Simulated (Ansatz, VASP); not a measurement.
Two plane-wave programs on NiO

```
CELL_PARAMETERS angstrom
0.00000 2.09131 2.09131
2.09131 0.00000 2.09131
2.09131 2.09131 0.00000
ATOMIC_POSITIONS crystal
Ni 0.00000 0.00000 0.00000
O 0.50000 0.50000 0.50000
```

Alike in both runs: task single point; functional LDA; k mesh 6 × 6 × 6; occupations gaussian, width 0.05 eV; collinear spin; Hubbard terms Ni d U = 4.2 eV.

```csv
,VASP,Ansatz
version,VASP 6.6.1,Ansatz 0.2.0
potentials or method,"VASP PAW LDA potentials, release 64 (Ni, O), cutoff 520 eV","scalar-relativistic, plane waves, PAW"
valence electrons in the cell,16,24
```

```csv
,VASP,Ansatz,Ansatz less VASP
gap on the k mesh at the Fermi level (eV),0.78,0.70,-0.084
least direct gap on the mesh (eV),1.68,1.63,-0.053
pressure (GPa),-14.8,-7.9,+6.91
net moment per atom (μB),1.00,1.00,0.000
size of the moment on the site where the two differ most (μB),1.71,1.64,-0.066
```

LDA's correlation is that of Perdew and Zunger in VASP and of Perdew and Wang (1992) in Ansatz. Site moments also hang on the region over which each program counts them. The programs project onto different local orbitals, so the same U acts differently, and such runs can settle in different states. VASP's potentials hold 16 valence electrons a cell and Ansatz's 24, so a difference there can come from the potentials and not from the codes.

The k mesh is coarse, so the values compare programs but aren't converged.
